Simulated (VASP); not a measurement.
Crystal: K2H.

```
CELL_PARAMETERS angstrom
0.00000 4.28022 4.28022
4.28022 0.00000 4.28022
4.28022 4.28022 0.00000
ATOMIC_POSITIONS crystal
K 0.62500 0.62500 0.62500
K 0.12500 0.62500 0.62500
K 0.62500 0.62500 0.12500
K 0.62500 0.12500 0.62500
H 0.00000 0.00000 0.00000
H 0.25000 0.25000 0.25000
```

The cell was built from a structure type or drawn by symmetry, and may not be a known phase.

```yaml
Program: VASP 6.6.1
Task: relaxation of cell and atoms
Functional: PBE
Potentials_or_basis: VASP PAW PBE potentials, release 64 (K_sv, H)
Cutoff: 600 eV
k_mesh: 4 × 4 × 4
Occupations: gaussian, width 0.1 eV
Spin: no spin polarisation
```

At the start: pressure 8.1 GPa; volume 26.14 Å³/atom.

Problem. Where does the relaxation end?

Solution. Over 5 steps the energy falls by 368.8 meV/atom and the volume is 50.16 Å³/atom (+91.9 %); space group Fd-3m (No. 227, to 0.1 Å) before and after.

The path:
| step | energy change (eV) | largest force (eV/Å) | pressure (GPa) | volume (Å³) |
| --- | --- | --- | --- | --- |
| 1 | 0.0000 | 0.0000 | 8.11 | 156.83 |
| 2 | -1.1860 | 0.0000 | 4.20 | 188.80 |
| 3 | -2.0748 | 0.0000 | 0.99 | 250.78 |
| 4 | -2.1971 | 0.0000 | 0.28 | 283.23 |
| 5 | -2.2130 | 0.0000 | 0.02 | 300.99 |

Final structure:
```
K H
1.0
     0.00000    5.31911    5.31911
     5.31911    0.00000    5.31911
     5.31911    5.31911    0.00000
K H
4 2
Direct
  0.62500 0.62500 0.62500
  0.12500 0.62500 0.62500
  0.62500 0.62500 0.12500
  0.62500 0.12500 0.62500
  0.00000 0.00000 0.00000
  0.25000 0.25000 0.25000
```

Caveat: the volume moved by over 15 % at a fixed basis, so the end points are rough.
